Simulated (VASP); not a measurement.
Write the native input for VASP 6.6.1 that does the following.

| Item | Value |
| --- | --- |
| Task | single point |
| Functional | PBEsol |
| Dispersion | D3(BJ) |
| Potentials or basis | VASP PAW PBE potentials, release 64 (Bi_d) |
| Cutoff | 520 eV |
| k mesh | 16 × 16 × 16 |
| Occupations | gaussian, width 0.15 eV |
| Spin | no spin polarisation |
| Dipole correction | no |
| Further INCAR settings | ALGO = Fast; EDIFF = 1e-06; NBANDS = 14 |

The structure of Bi lies in POSCAR:

```
Bi
1.0
   -1.8276750381      2.0200618843      1.9238684612
    1.8276750381     -2.0200618843      1.9238684612
    1.8276750381      2.0200618843     -1.9238684612
Bi
1
Direct
    0.0000000000      0.0000000000      0.0000000000
```

This cell differs from its parent crystal: strain +e along x and -e along y -0.0500, strain +e along z and -e/2 along x and y +0.0000.

These files were run (other wordings do the same):

INCAR

```
PREC = Accurate ; ENCUT = 520
EDIFF = 1E-6 ; ISMEAR = 0
SIGMA = 0.15 ; LREAL = F
LASPH = T ; NELM = 100
ALGO = Fast ; ISIF = 2
LWAVE = F ; LCHARG = F
GGA = PS ; IVDW = 12
NBANDS = 14
```

KPOINTS

```
regular mesh
0
Gamma
  16 16 16
```

Potentials or basis: VASP PAW PBE potentials, release 64 (Bi_d).

The run is started by

```sh
$ cat potpaw_PBE.64/Bi_d/POTCAR > POTCAR
$ mpirun -np 1 vasp_std > vasp.out
```

It gave:

```json
{
  "Pressure": "0.4 GPa",
  "Dispersion energy per atom": "-0.576 eV"
}
```

Caveat: the cell differs from its parent crystal (strain +e along x and -e along y -0.0500, strain +e along z and -e/2 along x and y +0.0000); the PAW data sets were made with another functional, which shifts forces and pressure a little; pairwise dispersion overbinds metals, which lowers pressure and volume.

It took 6.6 min on 1 thread of AMD EPYC 7R43 64-Core Processor (Zen 3) (shared host), peak memory 0.3 GiB.
